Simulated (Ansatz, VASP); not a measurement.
ZnSnP2: VASP beside Ansatz

```xyz
8
Lattice="-2.8252 2.8252 5.6636 2.8252 -2.8252 5.6636 2.8252 2.8252 -5.6636" Properties=species:S:1:pos:R:3 pbc="T T T"
Zn    0.0000    2.8252    2.8318
Zn    0.0000    0.0000    0.0000
Sn    2.8252    0.0000    2.8318
Sn    0.0000    0.0000    5.6636
P     1.2898    1.4126    1.4159
P    -1.4126    1.5354    4.2477
P     4.2378    1.2898   -1.4159
P     1.5354    1.4126    7.0795
```

Alike in both runs: task single point; functional PBE; k mesh 6 × 6 × 6; occupations fermi-dirac, width 0.02 eV; no spin polarisation.

|  | VASP | Ansatz |
| --- | --- | --- |
| version | VASP 6.6.1 | Ansatz 0.2.0 |
| potentials or method | VASP PAW PBE potentials, release 64 (Zn, Sn_d, P) | plane waves, PAW |
| plane-wave cutoff (eV) | 500 | 420 |
| valence electrons in the cell | 72 | 72 |

VASP gave:

| Item | Value |
| --- | --- |
| gap on the k mesh at the Fermi level (eV) | 0.84 |
| pressure (GPa) | 2.0 |
| rms of the force components (eV/Å) | 0.026 |

Question: What did Ansatz give for the same quantities?

Answer: gap on the k mesh at the Fermi level (eV): 0.83; pressure (GPa): 2.0; rms of the force components (eV/Å): 0.036.

Atom by atom the forces differ by 0.011 eV/Å (rms over components). The functional is the same, so the differences come from potentials, cutoffs and numerics.
